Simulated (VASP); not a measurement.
A run of VASP 6.6.1:

File INCAR:

```
PREC = Accurate ; ENCUT = 520
EDIFF = 1E-7 ; ISMEAR = 0
SIGMA = 0.1 ; LREAL = False
LASPH = True ; NELM = 120
ALGO = Normal ; ISIF = 2
LWAVE = False ; LCHARG = False
LDIPOL = True ; IDIPOL = 3
DIPOL = 0.5 0.5 0.348 ; IBRION = 2
NSW = 36 ; EDIFFG = -0.025
GGA_COMPAT = False ; NELMIN = 4
NELMDL = -8
```

The input KPOINTS:

```
Automatic mesh
0
Gamma
  12 12 1
```

File POSCAR:

```
Al3O
1.0
    2.8168432364      0.0000000000      0.0000000000
   -1.4084216182      2.4394578012      0.0000000000
    0.0000000000      0.0000000000     20.0321727773
Al O
3 1
Selective dynamics
Direct
    0.6666666667      0.3333333333      0.1996787889  F F F
    0.3333333333      0.6666666667      0.3128097090  F F F
    0.0000000000      0.0000000000      0.4259234818  F F F
    0.6666666667      0.3333333333      0.4551698758  F F T
```

Potentials or basis: VASP PAW LDA potentials, release 64 (Al, O).

Run with:

```console
$ cat potpaw_LDA.64/Al/POTCAR potpaw_LDA.64/O/POTCAR > POTCAR
$ mpirun -np 1 vasp_std > vasp.out
```

Hardware: 1 thread of AMD EPYC 9R45 96-Core Processor (Zen 5), with other jobs on the host.

Question: Estimate the wall time of this run.

Answer: Run time: 69 s on 1 thread of AMD EPYC 9R45 96-Core Processor (Zen 5), with other jobs on the host, peak memory 0.19 GiB. Counts: scf iterations 58, k points 19, ion steps 3.
